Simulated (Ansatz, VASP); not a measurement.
**One calculation of PtAuC6N6, two programs**

INCAR

```
SYSTEM = PtAuC6N6
  ALGO = Normal
  EDIFF = 1E-6
  ENCUT = 520
  GGA = PE
  ISIF = 2
  ISMEAR = 0
  LASPH = .True.
  LCHARG = .False.
  LREAL = .False.
  LWAVE = .False.
  NBANDS = 50
  NELM = 100
  PREC = Accurate
  SIGMA = 0.1
```

File KPOINTS:

```
k-points
0
Gamma
  4 4 4
  0 0 0
```

POSCAR

```
PtAuC6N6
1.0
    0.0000000000      5.0945000000      5.0945000000
    5.0945000000      0.0000000000      5.0945000000
    5.0945000000      5.0945000000      0.0000000000
Pt C Au N
1 6 1 6
Direct
    0.0000000000      0.0000000000      0.0000000000
    0.8118559200      0.1881440800      0.1881440800
    0.1881440800      0.8118559200      0.1881440800
    0.1881440800      0.1881440800      0.8118559200
    0.1881440800      0.8118559200      0.8118559200
    0.8118559200      0.1881440800      0.8118559200
    0.8118559200      0.8118559200      0.1881440800
    0.5000000000      0.5000000000      0.5000000000
    0.6970262000      0.3029738000      0.3029738000
    0.3029738000      0.6970262000      0.3029738000
    0.3029738000      0.3029738000      0.6970262000
    0.3029738000      0.6970262000      0.6970262000
    0.6970262000      0.3029738000      0.6970262000
    0.6970262000      0.6970262000      0.3029738000
```

Input for Ansatz:

```yaml
crystal:
  lattice:
    - [0.0, 5.0945, 5.0945]
    - [5.0945, 0.0, 5.0945]
    - [5.0945, 5.0945, 0.0]
  atoms:
    - { symbol: Pt, position: [0.0, 0.0, 0.0] }
    - { symbol: C, position: [0.81185592, 0.18814408, 0.18814408] }
    - { symbol: C, position: [0.18814408, 0.81185592, 0.18814408] }
    - { symbol: C, position: [0.18814408, 0.18814408, 0.81185592] }
    - { symbol: C, position: [0.18814408, 0.81185592, 0.81185592] }
    - { symbol: C, position: [0.81185592, 0.18814408, 0.81185592] }
    - { symbol: C, position: [0.81185592, 0.81185592, 0.18814408] }
    - { symbol: Au, position: [0.5, 0.5, 0.5] }
    - { symbol: "N", position: [0.6970262, 0.3029738, 0.3029738] }
    - { symbol: "N", position: [0.3029738, 0.6970262, 0.3029738] }
    - { symbol: "N", position: [0.3029738, 0.3029738, 0.6970262] }
    - { symbol: "N", position: [0.3029738, 0.6970262, 0.6970262] }
    - { symbol: "N", position: [0.6970262, 0.3029738, 0.6970262] }
    - { symbol: "N", position: [0.6970262, 0.6970262, 0.3029738] }
basis:
  ecutwfc: 420
kpoints:
  mp_grid: { grid: [4, 4, 4] }
hamiltonian:
  xc: pbe
scf:
  occupations: { method: gaussian, width: 0.1 }
  lower_state_search: "off"
output:
  forces: true
  stress: true
  eigenvalues: true
```

Alike in both runs: task single point; functional PBE; k mesh 4 × 4 × 4; occupations gaussian, width 0.1 eV; no spin polarisation.

|  | VASP | Ansatz |
| --- | --- | --- |
| version | VASP 6.6.1 | Ansatz 0.2.0 |
| potentials or method | VASP PAW PBE potentials, release 64 (Pt, C, Au, N), cutoff 520 eV | scalar-relativistic, plane waves, PAW |
| valence electrons in the cell | 75 | 91 |

Ansatz gave:

```
gap on the k mesh at the Fermi level (eV) : none
pressure (GPa)                            : 17.5
rms of the force components (eV/Å)        : 2.143
```

Problem. What did VASP give for the same quantities?

Solution. gap on the k mesh at the Fermi level (eV): none; pressure (GPa): 17.8; rms of the force components (eV/Å): 1.940.

Atom by atom the forces differ by 0.206 eV/Å (rms over components). A gap of «none» marks a metal or a gap that the smearing closes. VASP's potentials hold 75 valence electrons a cell and Ansatz's 91, so a difference there can come from the potentials and not from the codes.

Spin-orbit coupling is off throughout. Noted on VASP's run: the standard files for N, O and F lose accuracy on very short bonds.
